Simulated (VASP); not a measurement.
Write the native input for VASP 6.6.1 that does the following.

* Task: single point
* Functional: HSE06
* Potentials or basis: VASP PAW PBE potentials, release 64 (Hf_pv)
* Cutoff: 520 eV
* k mesh: 6 × 6 × 4
* Occupations: fermi-dirac, width 0.05 eV
* Spin: no spin polarisation
* Dipole correction: no
* Grid for exact exchange (PRECFOCK): Normal
* Further INCAR settings: ALGO = Normal; EDIFF = 1e-07; NBANDS = 17
* Share of exact exchange: 0.25
* Screening parameter: 0.2079 1/Å

The system is Hf.

```
Hf
1.0
     3.23877    0.00000    0.00000
    -1.61938    2.80485    0.00000
     0.00000    0.00000    5.12436
Hf
2
Direct
  0.66667 0.33333 0.75000
  0.33333 0.66667 0.25000
```

These files were run (other wordings do the same):

POSCAR

```
Hf
1.0
    3.2387666662      0.0000000000      0.0000000000
   -1.6193833331      2.8048542099      0.0000000000
    0.0000000000      0.0000000000      5.1243576326
Hf
2
Direct
    0.6666666667      0.3333333333      0.7500000000
    0.3333333333      0.6666666667      0.2500000000
```

INCAR.step1

```
PREC     = Accurate       # precision mode
ENCUT    = 520            # plane-wave cutoff, eV
EDIFF    = 1E-5           # SCF threshold, eV
ISMEAR   = -1             # smearing method
SIGMA    = 0.05           # smearing width, eV
LREAL    = F              # projectors in reciprocal space
LASPH    = T              # aspherical terms in the spheres
NELM     = 80             # most SCF steps
ALGO     = Normal         # electronic algorithm
ISIF     = 2              # what is computed and relaxed
LWAVE    = T              # write WAVECAR
NBANDS   = 17             # bands
GGA      = PE             # functional
```

INCAR.step2

```
PREC     = Accurate       # precision mode
ENCUT    = 520            # plane-wave cutoff, eV
EDIFF    = 1E-7           # SCF threshold, eV
ISMEAR   = -1             # smearing method
SIGMA    = 0.05           # smearing width, eV
LREAL    = F              # projectors in reciprocal space
LASPH    = T              # aspherical terms in the spheres
NELM     = 80             # most SCF steps
ALGO     = Normal         # electronic algorithm
ISIF     = 2              # what is computed and relaxed
LWAVE    = F              # write WAVECAR
LCHARG   = T              # write CHGCAR
GGA      = PE             # functional
LHFCALC  = T              # exact exchange
HFSCREEN = 0.2079         # screening, 1/A
PRECFOCK = Normal       
LELF     = T              # ELF
LVHAR    = T            
NBANDS   = 17             # bands
ISTART   = 1
```

KPOINTS

```
Automatic mesh
0
Gamma
  6 6 4
```

Potentials or basis: VASP PAW PBE potentials, release 64 (Hf_pv).

The run is started by

```bash
$ cat potpaw_PBE.64/Hf_pv/POTCAR > POTCAR
$ cp INCAR.step1 INCAR
$ mpirun -np 1 vasp_std > vasp.out
$ cp INCAR.step2 INCAR
$ mpirun -np 1 vasp_std > vasp.out
```

It gave:

```yaml
Pressure: -4.0 GPa
Band_gap_on_the_k_mesh: zero (bands 10 and 11 overlap by 2.20 eV)
```

Caveat: the k points lie up to 0.37 Å⁻¹ apart, too coarse for converged energies and pressures of a metal; the PAW data sets were made with another functional, which shifts forces and pressure a little; spin-orbit coupling is left out, which moves the levels of the heavy elements.

Wall time 63 min on 1 thread of AMD EPYC 7R13 Processor (Zen 3), on a shared host, peak memory 0.26 GiB.
